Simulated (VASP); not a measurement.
The system is B.

```xyz
4
Lattice="2.1006 0.0000 0.0000 -1.0503 1.8192 0.0000 0.0000 0.0000 6.8605" Properties=species:S:1:pos:R:3 pbc="T T T"
B     0.0000    0.0000    0.0000
B     0.0000    0.0000    3.4303
B     0.0000    1.2128    1.7151
B     1.0503    0.6064    5.1454
```

| Quantity | Value |
| --- | --- |
| Program | VASP 6.6.1 |
| Task | relaxation of cell and atoms |
| Functional | LDA |
| Potentials or basis | VASP PAW LDA potentials, release 64 (B_h) |
| Cutoff | 910 eV |
| k mesh | 17 × 17 × 5 |
| Occupations | fermi-dirac, width 0.1 eV |
| Spin | no spin polarisation |

At the start: pressure -28.5 GPa; volume 6.55 Å³/atom.

How do energy, volume and symmetry change on relaxing?

Over 30 steps the energy falls by 637.1 meV/atom and the volume is 7.24 Å³/atom (+10.5 %); space group P6_3/mmc (No. 194, to 0.05 Å).

The path:
| step | energy change (eV) | largest force (eV/Å) | pressure (GPa) | volume (Å³) |
| --- | --- | --- | --- | --- |
| 1 | 0.0000 | 0.0000 | -28.47 | 26.22 |
| 2 | -0.2927 | 0.0000 | 13.58 | 22.04 |
| 3 | -0.3285 | 0.0000 | 0.93 | 22.96 |
| 4 | -0.3535 | 0.0000 | 1.33 | 22.96 |
| 5 | -0.4710 | 0.0000 | 2.68 | 22.90 |
| 6 | -0.7650 | 0.0000 | 10.89 | 22.67 |
| 7 | -0.9153 | 0.0000 | 50.06 | 21.70 |
| 8 | -0.9532 | 0.0000 | 44.72 | 21.82 |
| 9 | -0.9547 | 0.0000 | 44.84 | 21.83 |
| 10 | -0.9590 | 0.0000 | 45.19 | 21.85 |
| 11 | -0.9673 | 0.0000 | 45.88 | 21.88 |
| 12 | -0.9828 | 0.0000 | 47.03 | 21.93 |
| 13 | -1.0188 | 0.0000 | 48.91 | 22.03 |
| 14 | -1.1632 | 0.0000 | 53.48 | 22.19 |
| 15 | -1.3253 | 0.0000 | 76.72 | 22.32 |
| 16 | -1.3625 | 0.0000 | 79.38 | 22.65 |
| 17 | -1.3618 | 0.0000 | 79.62 | 22.68 |
| 18 | -1.4732 | 0.0000 | 74.62 | 22.93 |
| 19 | -1.7699 | 0.0000 | 60.56 | 23.69 |
| 20 | -2.2067 | 0.0000 | 36.40 | 25.27 |
| 21 | -2.5446 | 0.0000 | 0.87 | 28.61 |
| 22 | -2.5453 | 0.0000 | -0.41 | 28.77 |
| 23 | -2.5450 | 0.0000 | -1.45 | 28.90 |
| 24 | -2.5460 | 0.0000 | -0.91 | 28.87 |
| 25 | -2.5473 | 0.0000 | 0.73 | 28.76 |
| 26 | -2.5474 | 0.0000 | 0.82 | 28.76 |
| 27 | -2.5476 | 0.0000 | 0.72 | 28.78 |
| 28 | -2.5480 | 0.0000 | 0.43 | 28.86 |
| 29 | -2.5482 | 0.0000 | -0.14 | 29.00 |
| 30 | -2.5482 | 0.0000 | 0.02 | 28.96 |

Final structure:
```yaml
crystal:
  lattice:
    - [1.69778, 0.00000, 0.00000]
    - [-0.84889, 1.47032, 0.00000]
    - [0.00000, 0.00000, 11.60238]
  atoms:
    - { symbol: B, position: [0.00000, 0.00000, 0.00000] }
    - { symbol: B, position: [0.00000, 0.00000, 0.50000] }
    - { symbol: B, position: [0.33333, 0.66667, 0.25000] }
    - { symbol: B, position: [0.66667, 0.33333, 0.75000] }
```
